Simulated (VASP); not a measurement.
# AlRu in VASP: notebook

AlRu is run at these levels: PBE; tasks: single point.

Program: VASP 6.6.1. These are calculated values, not measurements. Logs are shortened: lines on timing, memory, paths and dates and some standing lists are left out, and cuts for length are marked.

**1. The cell of the first run**

Symmetry: Pm-3m, No. 221, cubic system. Conventional cell: a = 3.123 Å, b = 3.123 Å, c = 3.123 Å, α = 90.00°, β = 90.00°, γ = 90.00°. Al (site symmetry m-3m) has 8 Ru at 2.70 Å and 6 Al at 3.12 Å within 3.6 Å. Within 3.6 Å of Ru (site symmetry m-3m) lie 8 Al at 2.70 Å and 6 Ru at 3.12 Å.

**2. Single point, PBE (strained)**

INCAR

```
PREC = Accurate ; ENCUT = 520
EDIFF = 1E-7 ; ISMEAR = 0
SIGMA = 0.1 ; LREAL = False
LASPH = True ; NELM = 60
ALGO = Normal ; ISIF = 2
LWAVE = False ; LCHARG = False
GGA = PE ; NBANDS = 16
```

KPOINTS

```
regular mesh
0
Gamma
  14 14 14
```

POSCAR

```
AlRu
1.0
    3.1232603160      0.0000000000      0.0000000000
    0.0000000000      3.1232603160      0.0000000000
    0.0000000000      0.0000000000      3.1232603160
Al Ru
1 1
Direct
    0.0000000000      0.0000000000      0.0000000000
    0.5000000000      0.5000000000      0.5000000000
```

Potentials or basis: VASP PAW PBE potentials, release 64 (Al, Ru_pv).

Run with:

```sh
> cat potpaw_PBE.64/Al/POTCAR potpaw_PBE.64/Ru_pv/POTCAR > POTCAR
> mpirun -np 1 vasp_std > vasp.out
```

OUTCAR:

```text
PREC = Accurate
   ENCUT = 520
   EDIFF = 1E-7
   ISMEAR = 0
   LREAL = False
   LASPH = True
   NELM = 60
   ISIF = 2
   GGA = PE

 ion  position               nearest neighbor table
   1  0.000  0.000  0.000-   2 2.70   2 2.70   2 2.70   2 2.70   2 2.70   2 2.70   2 2.70   2 2.70

   2  0.500  0.500  0.500-   1 2.70   1 2.70   1 2.70   1 2.70   1 2.70   1 2.70   1 2.70   1 2.70

  LATTYP: Found a simple cubic cell.
 ALAT       =     3.1232603160

  Lattice vectors:

 A1 = (   3.1232603160,   0.0000000000,   0.0000000000)
 A2 = (   0.0000000000,   3.1232603160,   0.0000000000)
 A3 = (   0.0000000000,   0.0000000000,   3.1232603160)

Analysis of symmetry for initial positions (statically):
=====================================================================
 Subroutine PRICEL returns:
 Original cell was already a primitive cell.

 Routine SETGRP: Setting up the symmetry group for a
 simple cubic supercell.

 Subroutine GETGRP returns: Found 48 space group operations
 (whereof 48 operations were pure point group operations)
 out of a pool of 48 trial point group operations.

The static configuration has the point symmetry O_h .

Analysis of symmetry for dynamics (positions and initial velocities):
=====================================================================
 Subroutine PRICEL returns:
 Original cell was already a primitive cell.

 Routine SETGRP: Setting up the symmetry group for a
 simple cubic supercell.

 Subroutine GETGRP returns: Found 48 space group operations
 (whereof 48 operations were pure point group operations)
 out of a pool of 48 trial point group operations.

The dynamic configuration has the point symmetry O_h .

 Subroutine INISYM returns: Found 48 space group operations
 (whereof 48 operations are pure point group operations),
 and found     1 'primitive' translations

----------------------------------------------------------------------------------------

                                     Primitive cell

  volume of cell :      30.4666

  direct lattice vectors                    reciprocal lattice vectors
     3.123260316  0.000000000  0.000000000     0.320178243  0.000000000  0.000000000
     0.000000000  3.123260316  0.000000000     0.000000000  0.320178243  0.000000000
     0.000000000  0.000000000  3.123260316     0.000000000  0.000000000  0.320178243

  length of vectors
     3.123260316  3.123260316  3.123260316     0.320178243  0.320178243  0.320178243

  position of ions in fractional coordinates (direct lattice)
     0.000000000  0.000000000  0.000000000
     0.500000000  0.500000000  0.500000000

  ion indices of the primitive-cell ions
   primitive index   ion index
                 1           1
                 2           2

----------------------------------------------------------------------------------------

 KPOINTS: regular mesh

Automatic generation of k-mesh.
 Grid dimensions read from file:
 generate k-points for:   14   14   14

 Generating k-lattice:

  Cartesian coordinates                     Fractional coordinates (reciprocal lattice)
     0.022869874  0.000000000  0.000000000     0.071428571  0.000000000  0.000000000
     0.000000000  0.022869874  0.000000000     0.000000000  0.071428571  0.000000000
     0.000000000  0.000000000  0.022869874     0.000000000  0.000000000  0.071428571

  Length of vectors
     0.022869874  0.022869874  0.022869874

  Shift w.r.t. Gamma in fractional coordinates (k-lattice)
     0.000000000  0.000000000  0.000000000

 Subroutine IBZKPT returns following result:
 ===========================================

 Found    120 irreducible k-points:

 Following reciprocal coordinates:
            Coordinates               Weight
  0.000000  0.000000  0.000000      1.000000
  0.071429  0.000000  0.000000      6.000000
  0.142857  0.000000  0.000000      6.000000
  0.214286  0.000000  0.000000      6.000000
  0.285714  0.000000  0.000000      6.000000
  0.357143  0.000000  0.000000      6.000000
[... 16 lines left out ...]
  0.285714  0.214286  0.000000     24.000000
  0.357143  0.214286  0.000000     24.000000
 [... further k-points ...]
   k-points           NKPTS =    120   k-points in BZ     NKDIM =    120   number of bands    NBANDS=     16
   number of dos      NEDOS =    301   number of ions     NIONS =      2
   total plane-waves  NPLWV =  13824
   dimension x,y,z NGX =    24 NGY =   24 NGZ =   24
   dimension x,y,z NGXF=    48 NGYF=   48 NGZF=   48
   ions per type =               1   1
   NGX,Y,Z   is equivalent  to a cutoff of  12.77, 12.77, 12.77 a.u.
   NGXF,Y,Z  is equivalent  to a cutoff of  25.55, 25.55, 25.55 a.u.
 SYSTEM =  unknown system
   PREC   = accura    normal or accurate (medium, high low for compatibility)
   ISTART =      0    job   : 0-new  1-cont  2-samecut
   ICHARG =      2    charge: 1-file 2-atom 10-const
   ISPIN  =      1    spin polarized calculation?
   LNONCOLLINEAR =      F non collinear calculations
   LSORBIT =      F    spin-orbit coupling
   LASPH  =      T    aspherical Exc in radial PAW
   ENCUT  =  520.0 eV  38.22 Ry    6.18 a.u.   5.81  5.81  5.81*2*pi/ulx,y,z
   NELM   =     60;   NELMIN=  2; NELMDL= -5     # of ELM steps
   EDIFF  = 0.1E-06   stopping-criterion for ELM
   LREAL  =      F    real-space projection
   EDIFFG = 0.1E-05   stopping-criterion for IOM
   NSW    =      0    number of steps for IOM
   IBRION =     -1    ionic relax: 0-MD 1-quasi-New 2-CG
   NFREE  =      0    steps in history (QN), initial steepest desc. (CG)
   ISIF   =      2    stress and relaxation
   ISYM   =      2    0-nonsym 1-usesym 2-fastsym
   POTIM  = 0.5000    time-step for ionic-motion
   TEBEG  =    0.0;   TEEND  =   0.0 temperature during run
   PSTRESS=    0.0 pullay stress
   NELECT =      17.0000    total number of electrons
   NUPDOWN=      -1.0000    fix difference up-down
   EMIN   =  10.00;   EMAX   =-10.00  energy-range for DOS
   EFERMI =   0.00;   METHOD = LEGACY
   ISMEAR =     0;   SIGMA  =   0.10  broadening in eV -4-tet -1-fermi 0-gaus
   EFERMI_NEDOS =   21; number of points for ismear=-14 and -15
   IALGO  =     38    algorithm
   IMIX   =      4    mixing-type and parameters
     AMIX     =   0.40;   BMIX     =  1.00
     AMIX_MAG =   1.60;   BMIX_MAG =  1.00
  volume/ion in A,a.u.               =      15.23       102.80
  Fermi-wavevector in a.u.,A,eV,Ry     =   1.347772  2.546919 24.714822  1.816488
  Thomas-Fermi vector in A             =   2.475495
   LORBIT       =      0    0 simple, 1 ext, 2 COOP (PROOUT), +10 PAW based schemes
   GGA     = PE    functional components
   LHFCALC =     F    Hartree Fock is set to
   AEXX    =    0.0000 exact exchange contribution
   IVDW    =     0    specifies the selected vdW correction
   LEPSILON=     F    determine dielectric tensor
   LRPA    =     F    only Hartree local field effects (RPA)
 non-spin polarized calculation
 Gauss-broadening in eV      SIGMA  =   0.10
  energy-cutoff  :      520.00
  volume of cell :       30.47
 maximum number of plane-waves:       840
 NGX is ok and might be reduce to    24
   NGX = 11   NGY = 11   NGZ = 11

 number of electron      16.9999995 magnetization

 Free energy of the ion-electron system (eV)
  ---------------------------------------------------
  ext. energy  EPLUGINS =         0.00000000
  ---------------------------------------------------
  free energy    TOTEN  =       -14.04475622 eV

  energy without entropy =      -14.03325691  energy(sigma->0) =      -14.03900656

 E-fermi :   8.9971     XC(G=0): -11.9186

 val. band max:        8.9898769851   @ k =   0.1429   0.0714   0.0714
 cond. band min:       9.0025504182   @ k =   0.3571   0.1429   0.0000
 fundamental gap:      0.0126734331
 Fermi energy:         8.9971490005

 k-point     1 :       0.0000    0.0000    0.0000
  band No.  band energies     occupation
      1     -32.7354      2.00000
      2     -32.7354      2.00000
      3     -32.7354      2.00000
      4       0.0599      2.00000
      5       6.0756      2.00000
      6       6.0756      2.00000
[... 8 lines left out ...]
     15      21.1598      0.00000
     16      21.7777      0.00000

 k-point     2 :       0.0714    0.0000    0.0000
  band No.  band energies     occupation
      1     -32.7418      2.00000
      2     -32.7349      2.00000
      3     -32.7349      2.00000
      4       0.1476      2.00000
      5       6.0983      2.00000
      6       6.1044      2.00000
[... 8 lines left out ...]
     15      21.1617      0.00000
     16      22.0976      0.00000

 k-point     3 :       0.1429    0.0000    0.0000
  band No.  band energies     occupation
      1     -32.7595      2.00000
      2     -32.7334      2.00000
      3     -32.7334      2.00000
      4       0.4074      2.00000
      5       6.1395      2.00000
      6       6.1871      2.00000
[... 8 lines left out ...]
     15      21.1639      0.00000
     16      23.1545      0.00000

 k-point     4 :       0.2143    0.0000    0.0000
  band No.  band energies     occupation
      1     -32.7850      2.00000
      2     -32.7313      2.00000
      3     -32.7313      2.00000
      4       0.8303      2.00000
      5       6.1134      2.00000
      6       6.3114      2.00000
[... 8 lines left out ...]
     15      21.1652      0.00000
     16      24.8075      0.00000
[... 324 lines left out ...]
 k-point    22 :       0.2143    0.2143    0.0000
  band No.  band energies     occupation
      1     -32.7813      2.00000
      2     -32.7790      2.00000
      3     -32.7271      2.00000
      4       1.5402      2.00000
      5       6.2443      2.00000
      6       6.5368      2.00000
[... 8 lines left out ...]
     15      22.2349      0.00000
     16      22.7649      0.00000

 k-point    23 :       0.2857    0.2143    0.0000
  band No.  band energies     occupation
      1     -32.8080      2.00000
      2     -32.7774      2.00000
      3     -32.7247      2.00000
      4       2.0540      2.00000
      5       6.0255      2.00000
      6       6.7002      2.00000
[... 8 lines left out ...]
     15      21.2251      0.00000
     16      23.1884      0.00000

 k-point    24 :       0.3571    0.2143    0.0000
  band No.  band energies     occupation
      1     -32.8329      2.00000
      2     -32.7749      2.00000
      3     -32.7226      2.00000
      4       2.6632      2.00000
      5       5.5663      2.00000
      6       6.8741      2.00000
[... 8 lines left out ...]
     15      21.1646      0.00000
     16      22.2788      0.00000

 [... further k-points ...]

------------------------ aborting loop because EDIFF is reached ----------------------------------------

  FORCE on cell =-STRESS in cart. coord.  units (eV):
  Direction    XX          YY          ZZ          XY          YZ          ZX
  --------------------------------------------------------------------------------------
  -------------------------------------------------------------------------------------
  Total       -3.4932502     -3.4932502     -3.4932502      0.0000000      0.0000000     -0.0000000
  in kB     -183.7027776   -183.7027776   -183.7027776      0.0000000      0.0000000     -0.0000000
  external PRESSURE =    -183.7027776 kB  Pullay stress =       0.0000000 kB

 VOLUME and BASIS-vectors are now :
 -----------------------------------------------------------------------------
  energy-cutoff  :      520.00
  volume of cell :       30.47
      direct lattice vectors                 reciprocal lattice vectors
     3.123260316  0.000000000  0.000000000     0.320178243  0.000000000  0.000000000
     0.000000000  3.123260316  0.000000000     0.000000000  0.320178243  0.000000000
     0.000000000  0.000000000  3.123260316     0.000000000  0.000000000  0.320178243

 POSITION                                       TOTAL-FORCE (eV/Angst)
 -----------------------------------------------------------------------------------
      0.00000      0.00000      0.00000         0.000000      0.000000      0.000000
      1.56163      1.56163      1.56163         0.000000      0.000000      0.000000
 -----------------------------------------------------------------------------------
    total drift:                                0.000000     -0.000000     -0.000000

  FREE ENERGIE OF THE ION-ELECTRON SYSTEM (eV)
  ---------------------------------------------------
  free  energy   TOTEN  =       -14.0447562178 eV

  energy  without entropy=      -14.0332569059  energy(sigma->0) =      -14.03900656
```

Wall time 55 s (1 thread of Intel Xeon 8259CL, shared host); peak memory 0.18 GiB.

What came out:

```yaml
Free_energy: -14.0448 eV
Pressure: -18.4 GPa
Band_gap_on_the_k_mesh: zero (an odd number of electrons rules out a gap without spin polarisation)
```

Levels at points of the mesh, in eV from the Fermi level:
| k point | band 6 | band 7 | band 8 | band 9 | band 10 | band 11 | band 12 | band 13 |
| --- | --- | --- | --- | --- | --- | --- | --- | --- |
| (0.00, 0.00, 0.00) | -2.92 | 0.14 | 0.14 | 0.14 | 5.48 | 5.48 | 5.48 | 10.23 |
| (0.50, 0.00, 0.00) | -2.26 | -1.35 | -1.35 | 0.34 | 1.86 | 7.47 | 10.36 | 10.36 |
| (0.50, 0.50, 0.00) | -1.26 | -1.26 | -0.94 | -0.94 | 1.24 | 4.52 | 5.00 | 9.58 |
| (0.50, 0.50, 0.50) | -3.95 | 1.31 | 1.31 | 1.80 | 3.87 | 3.87 | 3.87 | 7.40 |

Caveat: the cell differs from its parent crystal (strained); the cell stands under tension.

**3. Single point, PBE (strained)**

INCAR

```
  ALGO = Fast
  EDIFF = 1E-6
  ENCUT = 520
  GGA = PE
  ISIF = 2
  ISMEAR = 0
  LASPH = T
  LCHARG = T
  LELF = T
  LREAL = F
  LVHAR = T
  LWAVE = F
  NBANDS = 16
  NELM = 80
  PREC = Accurate
  SIGMA = 0.1
```

KPOINTS

```
k-points
0
Gamma
  12 12 12
```

POSCAR

```
AlRu
1.0
    2.9777189760      0.0000000000      0.0000000000
    0.0000000000      2.9777189760      0.0000000000
    0.0000000000      0.0000000000      2.9328449760
Al Ru
1 1
Direct
    0.0000000000      0.0000000000      0.0000000000
    0.5000000000      0.5000000000      0.5000000000
```

Potentials or basis: VASP PAW PBE potentials, release 64 (Al, Ru_pv).

Run with:

```sh
> cat potpaw_PBE.64/Al/POTCAR potpaw_PBE.64/Ru_pv/POTCAR > POTCAR
> mpirun -np 1 vasp_std > vasp.out
```

It took 85 s on 1 thread of Intel Xeon 8259CL, shared host; peak memory 0.2 GiB.

The run converged. Its results:

```yaml
Free_energy: -14.2364 eV
Pressure: 9.2 GPa
Band_gap_on_the_k_mesh: zero (an odd number of electrons rules out a gap without spin polarisation)
```

Stress tensor (GPa, compression positive):
```
 8.15  0.00  0.00
 0.00  8.15  0.00
 0.00  0.00 11.17
```

Levels at points of the mesh, in eV from the Fermi level:
```
           k point  band 7  band 8  band 9  band 10  band 11  band 12
(0.00, 0.00, 0.00)    0.12    0.23    0.23     6.07     6.07     6.55
(0.50, 0.00, 0.00)   -1.72   -1.53    0.48     2.32     7.44    11.06
(0.50, 0.50, 0.00)   -1.44   -1.12   -1.12     1.55     5.37     6.47
(0.00, 0.00, 0.50)   -1.73   -1.73    0.41     2.59     7.43    11.06
(0.50, 0.00, 0.50)   -1.29   -1.29   -1.24     1.65     5.60     6.57
(0.50, 0.50, 0.50)    1.66    1.77    2.76     4.18     4.18     4.29
```

Caveat: the cell differs from its parent crystal (strained); the cell stands under pressure.

**4. Single point, PBE (strained)**

INCAR

```
PREC = Accurate
ENCUT = 520
EDIFF = 1E-7
ISMEAR = 0
SIGMA = 0.1
LREAL = False
LASPH = True
NELM = 60
ALGO = Normal
ISIF = 2
LWAVE = False
LCHARG = True
GGA = PE
LELF = True
LVHAR = True
NBANDS = 16
```

KPOINTS

```
Automatic mesh
0
Gamma
  12 12 12
```

POSCAR

```
AlRu
1.0
    3.0293240760      0.0000000000      0.0000000000
    0.0000000000      3.0741980760      0.0000000000
    0.0000000000      0.0000000000      3.0741980760
Al Ru
1 1
Direct
    0.0000000000      0.0000000000      0.0000000000
    0.5000000000      0.5000000000      0.5000000000
```

Run with:

```sh
> cat potpaw_PBE.64/Al/POTCAR potpaw_PBE.64/Ru_pv/POTCAR > POTCAR
> mpirun -np 1 vasp_std > vasp.out
```

It took 89 s on 1 thread of Intel Xeon 8259CL, shared host; peak memory 0.21 GiB.

It converged, with:

```yaml
Free_energy: -14.2168 eV
Pressure: -10.0 GPa
Band_gap_on_the_k_mesh: zero (an odd number of electrons rules out a gap without spin polarisation)
```

Stress tensor (GPa, compression positive):
```
 -8.53   0.00   0.00
  0.00 -10.72   0.00
  0.00   0.00 -10.72
```

Levels at points of the mesh, in eV from the Fermi level:
| k point | band 5 | band 6 | band 7 | band 8 | band 9 | band 10 | band 11 | band 12 | band 13 | band 14 |
| --- | --- | --- | --- | --- | --- | --- | --- | --- | --- | --- |
| (0.00, 0.00, 0.00) | -3.21 | -3.20 | 0.11 | 0.20 | 0.20 | 5.63 | 5.63 | 6.06 | 10.56 | 10.62 |
| (0.50, 0.00, 0.00) | -5.24 | -2.45 | -1.51 | -1.51 | 0.35 | 2.22 | 7.48 | 10.58 | 10.58 | 11.89 |
| (0.00, 0.50, 0.00) | -5.40 | -2.50 | -1.51 | -1.35 | 0.41 | 1.99 | 7.49 | 10.57 | 10.95 | 11.80 |
| (0.50, 0.50, 0.00) | -2.77 | -1.32 | -1.22 | -1.10 | -1.06 | 1.41 | 4.97 | 5.61 | 9.97 | 12.14 |
| (0.00, 0.50, 0.50) | -2.82 | -1.35 | -1.35 | -0.95 | -0.95 | 1.33 | 4.77 | 5.53 | 10.29 | 12.14 |
| (0.50, 0.50, 0.50) | -4.26 | -4.24 | 1.42 | 1.52 | 2.18 | 3.97 | 3.97 | 4.06 | 7.80 | 8.00 |

Caveat: the cell differs from its parent crystal (strained); the cell stands under tension.

**5. Single point, PBE (one atom moved)**

INCAR

```
PREC     = Accurate       # precision mode
ENCUT    = 520            # plane-wave cutoff, eV
EDIFF    = 1E-6           # SCF threshold, eV
ISMEAR   = 0              # smearing method
SIGMA    = 0.1            # smearing width, eV
LREAL    = False          # projectors in reciprocal space
LASPH    = True           # aspherical terms in the spheres
NELM     = 60             # most SCF steps
ALGO     = Fast           # electronic algorithm
ISIF     = 2              # what is computed and relaxed
LWAVE    = False          # write WAVECAR
LCHARG   = False          # write CHGCAR
GGA      = PE             # functional
NBANDS   = 16             # bands
```

KPOINTS is that of step 4.

POSCAR

```
AlRu
1.0
    2.9916000000      0.0000000000      0.0000000000
    0.0000000000      2.9916000000      0.0000000000
    0.0000000000      0.0000000000      2.9916000000
Al Ru
1 1
Direct
    0.0010529483      0.0208684316     -0.0216439364
    0.5000000000      0.5000000000      0.5000000000
```

Run with:

```sh
> cat potpaw_PBE.64/Al/POTCAR potpaw_PBE.64/Ru_pv/POTCAR > POTCAR
> mpirun -np 1 vasp_std > vasp.out
```

It took 5.1 min on 1 thread of Intel Xeon 8259CL, shared host; peak memory 0.45 GiB.

The run converged. Its results:

- Free energy: -14.2345 eV
- Pressure: 3.0 GPa
- Largest force: 0.713 eV/Å
- Band gap on the k mesh: zero (an odd number of electrons rules out a gap without spin polarisation)

Forces on the atoms (eV/Å):
```
Al  -0.025 -0.495  0.512
Ru   0.025  0.495 -0.512
```

Stress tensor (GPa, compression positive):
```
 3.25  0.03 -0.03
 0.03  2.95 -0.63
-0.03 -0.63  2.93
```

Levels at points of the mesh, in eV from the Fermi level:
```tsv
k point	band 5	band 6	band 7	band 8	band 9	band 10	band 11	band 12	band 13	band 14
(0.00, 0.00, 0.00)	-3.56	-3.56	0.17	0.19	0.19	6.10	6.10	6.12	11.00	11.01
(0.50, 0.00, 0.00)	-5.47	-2.76	-1.60	-1.59	0.44	2.30	7.46	11.08	11.08	12.48
(0.00, 0.50, 0.00)	-5.45	-2.76	-1.60	-1.59	0.43	2.31	7.48	11.05	11.06	12.59
(0.00, 0.00, 0.50)	-5.45	-2.76	-1.60	-1.59	0.43	2.31	7.48	11.05	11.06	12.60
(0.50, 0.50, 0.00)	-3.05	-1.41	-1.40	-1.09	-1.08	1.55	5.32	6.22	10.66	12.14
(0.00, 0.50, 0.50)	-3.07	-1.35	-1.32	-1.17	-1.15	1.55	5.33	6.23	10.63	12.14
(0.50, 0.00, 0.50)	-3.05	-1.41	-1.39	-1.10	-1.09	1.55	5.33	6.22	10.66	12.15
(0.50, 0.50, 0.50)	-4.62	-4.61	1.64	1.64	2.57	4.14	4.15	4.16	8.55	8.56
```

Caveat: the cell differs from its parent crystal (one atom moved); the cell stands under pressure.

**6. Summary**

```csv
cell,k mesh,gap on the mesh (eV),pressure (GPa)
"a = 3.123 Å, 2 atoms, strained",14 × 14 × 14,none,-18.4
"a = 2.978, b = 2.978, c = 2.933 Å, 2 atoms, strained",12 × 12 × 12,none,9.2
"a = 3.029, b = 3.074, c = 3.074 Å, 2 atoms, strained",12 × 12 × 12,none,-10.0
"a = 2.992 Å, 2 atoms, one atom moved",12 × 12 × 12,none,3.0
```

Alike in all rows: task single point; level PBE; potentials or basis VASP PAW PBE potentials, release 64 (Al, Ru_pv); no spin polarisation; cutoff (eV) 520; smearing gaussian 0.1 eV.

Caveats: the cell stands under tension (at least some runs); the cell stands under pressure (at least some runs).

Total energies depend on the potentials used, so only differences within one code and one set of settings carry meaning.
